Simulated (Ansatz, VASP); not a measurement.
This is a calculation of KCl for VASP 6.6.1.

Contents of POSCAR:

```
KCl
1.0
    3.8391960000      0.0000000000      0.0000000000
    0.0000000000      3.8391960000      0.0000000000
    0.0000000000      0.0000000000      3.8391960000
K Cl
1 1
Direct
    0.0000000000      0.0000000000      0.0000000000
    0.5000000000      0.5000000000      0.5000000000
```

File INCAR.step1:

```
SYSTEM = KCl
PREC     = Accurate       ! precision mode
ENCUT    = 520            ! plane-wave cutoff, eV
EDIFF    = 1E-5           ! SCF threshold, eV
ISMEAR   = -1             ! smearing method
SIGMA    = 0.05           ! smearing width, eV
LREAL    = .FALSE.        ! projectors in reciprocal space
LASPH    = .TRUE.         ! aspherical terms in the spheres
NELM     = 100            ! most SCF steps
ALGO     = Normal         ! electronic algorithm
ISIF     = 2              ! what is computed and relaxed
LWAVE    = .TRUE.         ! write WAVECAR
LCHARG   = .FALSE.        ! write CHGCAR
NBANDS   = 15             ! bands
GGA      = PE             ! functional
```

The input INCAR.step2:

```
SYSTEM = KCl
PREC     = Accurate       ! precision mode
ENCUT    = 520            ! plane-wave cutoff, eV
EDIFF    = 1E-6           ! SCF threshold, eV
ISMEAR   = -1             ! smearing method
SIGMA    = 0.05           ! smearing width, eV
LREAL    = .FALSE.        ! projectors in reciprocal space
LASPH    = .TRUE.         ! aspherical terms in the spheres
NELM     = 100            ! most SCF steps
ALGO     = Normal         ! electronic algorithm
ISIF     = 2              ! what is computed and relaxed
LWAVE    = .FALSE.        ! write WAVECAR
LCHARG   = .FALSE.        ! write CHGCAR
GGA      = PE             ! functional
LHFCALC  = .TRUE.         ! exact exchange
AEXX     = 0.1            ! exact-exchange fraction
HFSCREEN = 0.2            ! screening, 1/A
PRECFOCK = Normal       
NBANDS   = 15             ! bands
ISTART   = 1
```

Contents of KPOINTS:

```
Automatic mesh
0
G
  4 4 4
  0 0 0
```

Potentials or basis: VASP PAW PBE potentials, release 64 (K_sv, Cl).

Command:

```sh
$ cat potpaw_PBE.64/K_sv/POTCAR potpaw_PBE.64/Cl/POTCAR > POTCAR
$ cp INCAR.step1 INCAR
$ mpirun -np 1 vasp_std > vasp.out
$ cp INCAR.step2 INCAR
$ mpirun -np 1 vasp_std > vasp.out
```

Problem. Set up the same calculation for Ansatz 0.2.0. Potentials there: Ansatz PAW.

Solution. As run (the cutoff follows the program's own potentials):

Contents of input.yaml:

```yaml
crystal:
  lattice:
    - [3.839196, 0.0, 0.0]
    - [0.0, 3.839196, 0.0]
    - [0.0, 0.0, 3.839196]
  atoms:
    - { symbol: K, position: [0.0, 0.0, 0.0] }
    - { symbol: Cl, position: [0.5, 0.5, 0.5] }
hamiltonian:
  xc: { exchange: pbe, correlation: pbe, exx: { coeff: 0.1, omega: 0.2 } }
  pseudopotentials: { kind: paw }
kpoints:
  mp_grid: { grid: [4, 4, 4] }
scf:
  occupations: { method: fermi_dirac, width: 0.05 }
output:
  forces: true
  stress: true
  eigenvalues: true
```

Potentials or basis: Ansatz PAW.

Launch:

```console
$ ansatz run input.yaml --threads 2 --pin off --max-ram 5632MiB --backend cpu --events-out ev --progress --plain --runs-dir out
```

Both were run:

|  | VASP | Ansatz | Ansatz less VASP |
| --- | --- | --- | --- |
| gap on the k mesh at the Fermi level (eV) | 5.33 | 5.33 | 0.000 |
| least direct gap on the mesh (eV) | 5.54 | 5.54 | 0.000 |
| pressure (GPa) | -0.2 | -0.2 | -0.01 |

VASP's potentials were made for PBE, not for PBE-based screened hybrid.
